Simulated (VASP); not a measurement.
A run of VASP 6.6.1 is set up as follows.

INCAR

```
ALGO     = Normal         # electronic algorithm
EDIFF    = 1E-6           # SCF threshold, eV
ENCUT    = 520            # plane-wave cutoff, eV
GGA      = PE             # functional
ISIF     = 2              # what is computed and relaxed
ISMEAR   = 0              # smearing method
LASPH    = True           # aspherical terms in the spheres
LCHARG   = True           # write CHGCAR
LELF     = True           # ELF
LREAL    = False          # projectors in reciprocal space
LVHAR    = True         
LWAVE    = False          # write WAVECAR
NBANDS   = 15             # bands
NELM     = 100            # most SCF steps
PREC     = Accurate       # precision mode
SIGMA    = 0.1            # smearing width, eV
```

The input KPOINTS:

```
k-points
0
Gamma
  4 4 6
```

Contents of POSCAR:

```
B3As
1.0
    3.7940937700      0.0000000000      0.0000000000
    0.0000000000      3.7940937700      0.0000000000
    0.0000000000      0.0000000000      3.5793339600
B As
3 1
Direct
    0.0000000000      0.5000000000      0.5000000000
    0.5000000000      0.0000000000      0.5000000000
    0.5000000000      0.5000000000      0.0000000000
    0.0000000000      0.0000000000      0.0000000000
```

Potentials or basis: VASP PAW PBE potentials, release 64 (B, As).

Command:

```console
$ cat potpaw_PBE.64/B/POTCAR potpaw_PBE.64/As/POTCAR > POTCAR
$ mpirun -np 1 vasp_std > vasp.out
```

Problem. Predict the band gap on the k mesh.

Solution. Zero (bands 7 and 8 overlap by 5.43 eV).

Problem. Estimate the pressure.

Solution. -20.7 GPa.

Stress tensor (GPa, compression positive):
```
-21.23   0.00   0.00
  0.00 -21.23   0.00
  0.00   0.00 -19.61
```

Caveat: the k points lie up to 0.41 Å⁻¹ apart, too coarse for converged energies and pressures of a metal.
